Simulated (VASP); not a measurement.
# AlN (F-43m) in VASP: a series of runs

AlN is run at these levels: PBEsol, PBE+D3(BJ), r2SCAN+rVV10, r2SCAN+D4; tasks: single point, relaxation of cell and atoms.

Everything below comes from runs of VASP 6.6.1. Logs are shortened: lines on timing, memory, paths and dates and some standing lists are left out, and cuts for length are marked.

**1. The cell of the first run**

It takes space group F-43m (No. 216, cubic). Conventional cell: a = 4.378 Å, b = 4.378 Å, c = 4.378 Å, α = 90.00°, β = 90.00°, γ = 90.00°. Within 2.5 Å of Al (site symmetry -43m) lie 4 N at 1.90 Å. N (site symmetry -43m) has 4 Al at 1.90 Å within 2.5 Å.

**2. Single point, PBEsol**

INCAR

```
SYSTEM = AlN
  PREC = Accurate
  ENCUT = 520
  EDIFF = 1E-6
  ISMEAR = 0
  SIGMA = 0.01
  LREAL = .False.
  LASPH = .True.
  NELM = 100
  ALGO = Normal
  ISIF = 2
  LWAVE = .False.
  LCHARG = .True.
  GGA = PS
  LELF = .True.
  LVHAR = .True.
  NBANDS = 11
```

KPOINTS

```
Automatic mesh
0
Gamma
  8 8 8
  0 0 0
```

POSCAR

```
AlN
1.0
    0.0000000000      2.1887823431      2.1887823431
    2.1887823431      0.0000000000      2.1887823431
    2.1887823431      2.1887823431      0.0000000000
Al N
1 1
Direct
    0.0000000000      0.0000000000      0.0000000000
    0.7500000000      0.7500000000      0.7500000000
```

Potentials or basis: VASP PAW PBE potentials, release 64 (Al, N).

Started as:

```console
> cat potpaw_PBE.64/Al/POTCAR potpaw_PBE.64/N/POTCAR > POTCAR
> mpirun -np 1 vasp_std > vasp.out
```

OUTCAR:

```text
SYSTEM = AlN
   PREC = Accurate
   ENCUT = 520
   EDIFF = 1E-6
   ISMEAR = 0
   LREAL = .False.
   LASPH = .True.
   NELM = 100
   ISIF = 2
   GGA = PS

 ion  position               nearest neighbor table
   1  0.000  0.000  0.000-   2 1.90   2 1.90   2 1.90   2 1.90
   2  0.750  0.750  0.750-   1 1.90   1 1.90   1 1.90   1 1.90

  LATTYP: Found a face centered cubic cell.
 ALAT       =     4.3775646862

  Lattice vectors:

 A1 = (   0.0000000000,   2.1887823431,   2.1887823431)
 A2 = (   2.1887823431,   0.0000000000,   2.1887823431)
 A3 = (   2.1887823431,   2.1887823431,   0.0000000000)

Analysis of symmetry for initial positions (statically):
=====================================================================
 Subroutine PRICEL returns:
 Original cell was already a primitive cell.

 Routine SETGRP: Setting up the symmetry group for a
 face centered cubic supercell.

 Subroutine GETGRP returns: Found 24 space group operations
 (whereof 24 operations were pure point group operations)
 out of a pool of 48 trial point group operations.

The static configuration has the point symmetry T_d .

Analysis of symmetry for dynamics (positions and initial velocities):
=====================================================================
 Subroutine PRICEL returns:
 Original cell was already a primitive cell.

 Routine SETGRP: Setting up the symmetry group for a
 face centered cubic supercell.

 Subroutine GETGRP returns: Found 24 space group operations
 (whereof 24 operations were pure point group operations)
 out of a pool of 48 trial point group operations.

The dynamic configuration has the point symmetry T_d .

 Subroutine INISYM returns: Found 24 space group operations
 (whereof 24 operations are pure point group operations),
 and found     1 'primitive' translations

----------------------------------------------------------------------------------------

                                     Primitive cell

  volume of cell :      20.9719

  direct lattice vectors                    reciprocal lattice vectors
     0.000000000  2.188782343  2.188782343    -0.228437515  0.228437515  0.228437515
     2.188782343  0.000000000  2.188782343     0.228437515 -0.228437515  0.228437515
     2.188782343  2.188782343  0.000000000     0.228437515  0.228437515 -0.228437515

  length of vectors
     3.095405675  3.095405675  3.095405675     0.395665383  0.395665383  0.395665383

  position of ions in fractional coordinates (direct lattice)
     0.000000000  0.000000000  0.000000000
     0.750000000  0.750000000  0.750000000

[... 85 lines left out ...]
   TEBEG  =    0.0;   TEEND  =   0.0 temperature during run
   PSTRESS=    0.0 pullay stress
   NELECT =       8.0000    total number of electrons
   NUPDOWN=      -1.0000    fix difference up-down
   EMIN   =  10.00;   EMAX   =-10.00  energy-range for DOS
   EFERMI =   0.00;   METHOD = LEGACY
   ISMEAR =     0;   SIGMA  =   0.01  broadening in eV -4-tet -1-fermi 0-gaus
   EFERMI_NEDOS =   21; number of points for ismear=-14 and -15
   IALGO  =     38    algorithm
   IMIX   =      4    mixing-type and parameters
     AMIX     =   0.40;   BMIX     =  1.00
     AMIX_MAG =   1.60;   BMIX_MAG =  1.00
  volume/ion in A,a.u.               =      10.49        70.76
  Fermi-wavevector in a.u.,A,eV,Ry     =   1.187296  2.243664 19.179741  1.409671
  Thomas-Fermi vector in A             =   2.323450
   LORBIT       =      0    0 simple, 1 ext, 2 COOP (PROOUT), +10 PAW based schemes
   GGA     = PS    functional components
   LHFCALC =     F    Hartree Fock is set to
   AEXX    =    0.0000 exact exchange contribution
   IVDW    =     0    specifies the selected vdW correction
   LEPSILON=     F    determine dielectric tensor
   LRPA    =     F    only Hartree local field effects (RPA)
 non-spin polarized calculation
 Gauss-broadening in eV      SIGMA  =   0.01
  energy-cutoff  :      520.00
  volume of cell :       20.97
 maximum number of plane-waves:       588
   NGX = 11   NGY = 11   NGZ = 11

 number of electron       8.0000000 magnetization

 Free energy of the ion-electron system (eV)
  ---------------------------------------------------
  ext. energy  EPLUGINS =         0.00000000
  ---------------------------------------------------
  free energy    TOTEN  =       -15.61122780 eV

  energy without entropy =      -15.61122780  energy(sigma->0) =      -15.61122780

 E-fermi :   5.9821     XC(G=0): -11.1004

 val. band max:        5.8165768012   @ k =   0.0000   0.0000   0.0000
 cond. band min:       9.0001257800   @ k =   0.5000   0.5000   0.0000
 fundamental gap:      3.1835489787
 Fermi energy:         5.9821250212

 k-point     1 :       0.0000    0.0000    0.0000
  band No.  band energies     occupation
      1      -9.1034      2.00000
      2       5.8166      2.00000
      3       5.8166      2.00000
      4       5.8166      2.00000
      5       9.8915      0.00000
      6      18.2208      0.00000
      7      18.2208      0.00000
      8      18.2208      0.00000
      9      23.3514      0.00000
     10      23.3514      0.00000
     11      24.6911      0.00000
[... 309 lines left out ...]
 k-point    24 :      -0.3750    0.2500    0.1250
  band No.  band energies     occupation
      1      -6.7168      2.00000
      2       0.6470      2.00000
      3       3.5786      2.00000
      4       4.6917      2.00000
      5      12.7857      0.00000
      6      14.9140      0.00000
      7      17.8296      0.00000
      8      18.3485      0.00000
      9      22.7983      0.00000
     10      24.3867      0.00000
     11      27.6222      0.00000

 [... further k-points ...]

------------------------ aborting loop because EDIFF is reached ----------------------------------------

  FORCE on cell =-STRESS in cart. coord.  units (eV):
  Direction    XX          YY          ZZ          XY          YZ          ZX
  --------------------------------------------------------------------------------------
  -------------------------------------------------------------------------------------
  Total       -0.0023221     -0.0023221     -0.0023221      0.0000000     -0.0000000      0.0000000
  in kB       -0.1773988     -0.1773988     -0.1773988      0.0000000     -0.0000000      0.0000000
  external PRESSURE =      -0.1773988 kB  Pullay stress =       0.0000000 kB

 VOLUME and BASIS-vectors are now :
 -----------------------------------------------------------------------------
  energy-cutoff  :      520.00
  volume of cell :       20.97
      direct lattice vectors                 reciprocal lattice vectors
     0.000000000  2.188782343  2.188782343    -0.228437515  0.228437515  0.228437515
     2.188782343  0.000000000  2.188782343     0.228437515 -0.228437515  0.228437515
     2.188782343  2.188782343  0.000000000     0.228437515  0.228437515 -0.228437515

 POSITION                                       TOTAL-FORCE (eV/Angst)
 -----------------------------------------------------------------------------------
      0.00000      0.00000      0.00000         0.000000      0.000000     -0.000000
      3.28317      3.28317      3.28317        -0.000000     -0.000000      0.000000
 -----------------------------------------------------------------------------------
    total drift:                               -0.000000     -0.000000     -0.000000

  FREE ENERGIE OF THE ION-ELECTRON SYSTEM (eV)
  ---------------------------------------------------
  free  energy   TOTEN  =       -15.6112278048 eV

  energy  without entropy=      -15.6112278048  energy(sigma->0) =      -15.61122780
```

stdout:

```text
POSCAR found type information on POSCAR AlN
 POSCAR found :  2 types and       2 ions
 scaLAPACK will be used
 -----------------------------------------------------------------------------
|                                                                             |
|                                                                             |
|     You enforced a specific xc type in the INCAR file but a different       |
|     I HOPE YOU KNOW WHAT YOU ARE DOING!                                     |
|                                                                             |
 -----------------------------------------------------------------------------

 LDA part: xc-table for (Slater+PW92), standard interpolation
 POSCAR, INCAR and KPOINTS ok, starting setup
 FFT: planning ... GRIDC
 FFT: planning ... GRID_SOFT
 FFT: planning ... GRID
 WAVECAR not read
 entering main loop
```

It took 5.2 s on 1 thread of Intel Xeon Platinum 8259CL at 2.50GHz (Skylake/Cascade Lake), shared host; peak memory 0.13 GiB.

What came out:

- Free energy: -15.6112 eV
- Pressure: 0.0 GPa
- Band gap on the k mesh: 3.18 eV, indirect (least direct gap 4.07 eV)

Caveat: the PAW data sets were made with another functional, which shifts forces and pressure a little.

[end of part 1 of 2]
